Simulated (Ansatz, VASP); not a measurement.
# Ca in VASP and in Ansatz

The input INCAR:

```
PREC = Accurate
ENCUT = 500
EDIFF = 1E-6
ISMEAR = -5
SIGMA = 0.1
LREAL = False
LASPH = True
NELM = 120
ALGO = Normal
ISIF = 2
LWAVE = False
LCHARG = True
GGA = PE
LELF = True
LVHAR = True
NBANDS = 11
GGA_COMPAT = False
```

File KPOINTS:

```
regular mesh
0
Gamma
  6 6 6
```

Contents of POSCAR:

```
Ca
1.0
   -2.2052049036      2.2052049036      2.1961148100
    2.2052049036     -2.2052049036      2.1961148100
    2.2052049036      2.2052049036     -2.1961148100
Ca
1
Direct
    0.5000000000      0.5000000000      0.0000000000
```

Input for Ansatz:

```yaml
crystal:
  lattice:
    - [-2.2052049036, 2.2052049036, 2.19611481]
    - [2.2052049036, -2.2052049036, 2.19611481]
    - [2.2052049036, 2.2052049036, -2.19611481]
  atoms:
    - { symbol: Ca, position: [0.5, 0.5, 0.0] }
basis:
  ecutwfc: 640
kpoints:
  mp_grid: { grid: [6, 6, 6] }
hamiltonian:
  xc: pbe
scf:
  occupations: { method: tetrahedron }
  max_iter: 51
output:
  forces: true
  stress: true
  eigenvalues: true
```

Alike in both runs: task single point; functional PBE; k mesh 6 × 6 × 6; occupations tetrahedron; no spin polarisation.

|  | VASP | Ansatz |
| --- | --- | --- |
| version | VASP 6.6.1 | Ansatz 0.2.0 |
| potentials or method | VASP PAW PBE potentials, release 64 (Ca_sv), cutoff 500 eV | scalar-relativistic, plane waves, PAW |
| valence electrons in the cell | 10 | 10 |

VASP gave:

| Quantity | Value |
| --- | --- |
| gap on the k mesh at the Fermi level (eV) | none |
| pressure (GPa) | -0.5 |
| traceless stress, the component that is largest in VASP (GPa) | -0.33 |

Task: What did Ansatz give for the same quantities?

Result: gap on the k mesh at the Fermi level (eV): none; pressure (GPa): -0.5; traceless stress, the component that is largest in VASP (GPa): -0.03.

A gap of «none» marks a metal or a gap that the smearing closes. Ansatz's warnings: band table not solved further, tetrahedron derivatives may miss energy slope.
